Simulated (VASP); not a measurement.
LiF3: relaxation of cell and atoms with PBE

LiF3:

```
Li F
1.0
    -2.21596    2.21596    2.21596
     2.21596   -2.21596    2.21596
     2.21596    2.21596   -2.21596
Li F
1 3
Cartesian
  0.0000 0.0000 0.0000
  2.2160 0.0000 0.0000
  0.0000 2.2160 0.0000
  0.0000 0.0000 2.2160
```

```yaml
Program: VASP 6.6.1
Task: relaxation of cell and atoms
Functional: PBE
Potentials_or_basis: VASP PAW PBE potentials, release 64 (Li_sv, F)
Cutoff: 600 eV
k_mesh: 14 × 14 × 14
Occupations: gaussian, width 0.1 eV
Spin: collinear spin, ferromagnetic start
Starting_moments: "[0.0, 0.74, 0.74, 0.74] μB"
Dipole_correction: no
Further_INCAR_settings: ALGO = Normal; EDIFF = 1e-07; IBRION = 2; EDIFFG = -0.01; NSW = 100; ISIF = 3
```

* Relaxed volume: 10.58 Å³/atom
* Relaxed cell: a = 3.803 Å, b = 3.803 Å, c = 3.803 Å, α = 109.47°, β = 109.47°, γ = 109.47°
* Space group after relaxing (to 0.05 Å): Im-3m (No. 229)
* Energy gained by relaxing: 1.2 meV/atom
* Ionic steps: 3
* Pressure after relaxing: 0.0 GPa
* Band gap on the k mesh: zero (filled and empty bands overlap)
* Net moment: 2.00 μB per cell
* Site moments: Li -0.00; F +0.63 μB
* Valence electrons inside the program's atomic spheres: Li 2.02; F 5.89

The path:
```csv
step,energy change (eV),largest force (eV/Å),pressure (GPa),volume (Å³)
1,0.0000,0.0000,-1.28,43.53
2,-0.0034,0.0000,-0.72,42.98
3,-0.0049,0.0000,-0.01,42.34
```

Final structure:
```
Li F
1.0
    -2.19563    2.19563    2.19563
     2.19563   -2.19563    2.19563
     2.19563    2.19563   -2.19563
Li F
1 3
Direct
  0.00000 0.00000 0.00000
  0.00000 0.50000 0.50000
  0.50000 0.00000 0.50000
  0.50000 0.50000 0.00000
```

Levels at points of the mesh, in eV from the Fermi level:
Spin up:
| k point | band 9 | band 10 | band 11 | band 12 | band 13 | band 14 | band 15 | band 16 | band 17 |
| --- | --- | --- | --- | --- | --- | --- | --- | --- | --- |
| (0.00, 0.00, 0.00) | -2.40 | -2.40 | -0.49 | -0.49 | -0.49 | 8.42 | 15.35 | 15.35 | 15.35 |
| (0.50, 0.00, 0.00) | -2.52 | -2.51 | -2.24 | -1.70 | -0.49 | 10.97 | 12.32 | 13.53 | 14.78 |
| (0.50, 0.50, 0.50) | -2.09 | -2.09 | -0.47 | -0.47 | -0.47 | 13.18 | 13.58 | 13.58 | 13.58 |
Spin down:
| k point | band 7 | band 8 | band 9 | band 10 | band 11 | band 12 | band 13 | band 14 | band 15 | band 16 |
| --- | --- | --- | --- | --- | --- | --- | --- | --- | --- | --- |
| (0.00, 0.00, 0.00) | -2.96 | -1.87 | -1.87 | -1.87 | 1.21 | 1.21 | 1.21 | 8.64 | 15.41 | 15.41 |
| (0.50, 0.00, 0.00) | -2.01 | -1.60 | -1.23 | -1.02 | -1.01 | -0.61 | 1.22 | 11.26 | 12.59 | 13.66 |
| (0.50, 0.50, 0.50) | -3.95 | -1.34 | -1.34 | -1.34 | 1.25 | 1.25 | 1.25 | 13.25 | 13.90 | 13.90 |

Wall time 2.2 min on 1 thread of Intel(R) Xeon(R) 6975P-C (Granite Rapids), on a shared host, peak memory 0.28 GiB.

Caveat: the cutoff is under 1.25 times the usual one of these potentials, so pressure, stress and relaxed cells hold a basis-set (Pulay) error.
